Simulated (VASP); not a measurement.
Runs of VASP 6.6.1 on Li2O. The structure is that of space group Fm-3m (No. 225), or close to it. The cells are those of the table. 

| cell | gap on the mesh (eV) | pressure (GPa) |
| --- | --- | --- |
| a = 3.122 Å, angles 60.0°, 3 atoms | (b) | 14.5 |
| a = 3.286 Å, angles 60.0°, 3 atoms | 4.94 | -1.4 |
| a = 3.179 Å, angles 60.0°, 3 atoms | 5.13 | (c) |
| a = 3.338 Å, angles 60.0°, 3 atoms | (a) | -4.7 |

Alike in all rows: task single point; level PBE; potentials or basis VASP PAW PBE potentials, release 64 (Li_sv, O); no spin polarisation; k mesh 6 × 6 × 6; cutoff (eV) 750; smearing gaussian 0.01 eV.

Problem. Estimate the missing entries.

Solution. (a) 4.81; (b) 5.23; (c) 7.9.

A k mesh can miss the band edges.
